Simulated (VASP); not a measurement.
Wanted: the native input for a VASP 6.6.1 run.

```yaml
Task: single point
Functional: LDA
Potentials_or_basis: VASP PAW LDA potentials, release 64 (B, N)
Cutoff: 520 eV
k_mesh: 12 × 12 × 4
Occupations: gaussian, width 0.05 eV
Spin: no spin polarisation
Dipole_correction: no
Further_INCAR_settings: ALGO = Normal; EDIFF = 1e-06; NBANDS = 16
```

The structure of BN lies in POSCAR:

```
BN
1.0
    2.5082268860      0.0000000000      0.0000000000
   -1.2541134430      2.1721882018      0.0000000000
    0.0000000000      0.0000000000      6.2389635563
B N
2 2
Direct
    0.3333333333      0.6666666667      0.2500000000
    0.6666666667      0.3333333333      0.7500000000
    0.3333333333      0.6666666667      0.7500000000
    0.6666666667      0.3333333333      0.2500000000
```

This cell differs from its parent crystal: volume 8.498 Å^3 an atom, c/a of the conventional cell 2.4874.

One way to write it, as run:

INCAR

```
PREC = Accurate
ENCUT = 520
EDIFF = 1E-6
ISMEAR = 0
SIGMA = 0.05
LREAL = False
LASPH = True
NELM = 60
ALGO = Normal
ISIF = 2
LWAVE = False
LCHARG = False
GGA = CA
NBANDS = 16
```

KPOINTS

```
regular mesh
0
Gamma
  12 12 4
```

Potentials or basis: VASP PAW LDA potentials, release 64 (B, N).

Launch:

```console
$ cat potpaw_LDA.64/B/POTCAR potpaw_LDA.64/N/POTCAR > POTCAR
$ mpirun -np 1 vasp_std > vasp.out
```

It gave:

```
Pressure               : -4.9 GPa
Band gap on the k mesh : 3.93 eV, indirect (least direct gap 4.27 eV)
```

Run time: 18 s on 1 thread of Intel(R) Xeon(R) Platinum 8375C CPU @ 2.90GHz (Ice Lake), on a shared host, peak memory 0.15 GiB.
